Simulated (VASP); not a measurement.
Cu:

```
Cu
1.0
     1.21846   -3.97638    0.00000
     1.21846    3.97638    0.00000
     0.00000    0.00000    2.47550
Cu
2
Direct
  0.13387 0.86613 0.25000
  0.86613 0.13387 0.75000
```

Base run:

| Quantity | Value |
| --- | --- |
| Program | VASP 6.6.1 |
| Functional | PBEsol |
| Potentials or basis | VASP PAW PBE potentials, release 64 (Cu) |
| Cutoff | 520 eV |
| k mesh | 13 × 13 × 12 |
| Occupations | methfessel-paxton, width 0.1 eV |
| Spin | no spin polarisation |

Its results: band gap on the k mesh zero (bands 11 and 12 overlap by 5.59 eV); pressure -0.9 GPa; largest force 0.012 eV/Å.

**Question.** The run is repeated on the same cell with these changes: functional from PBEsol to LDA; potentials or basis from VASP PAW PBE potentials, release 64 (Cu) to VASP PAW LDA potentials, release 64 (Cu). What comes out?

**Answer.** Band gap on the k mesh zero (bands 11 and 12 overlap by 5.63 eV); pressure -6.8 GPa; largest force 0.049 eV/Å.

Caveats: the PAW data sets were made with another functional, which shifts forces and pressure a little (at least some runs); the cell stands under tension (at least some runs).
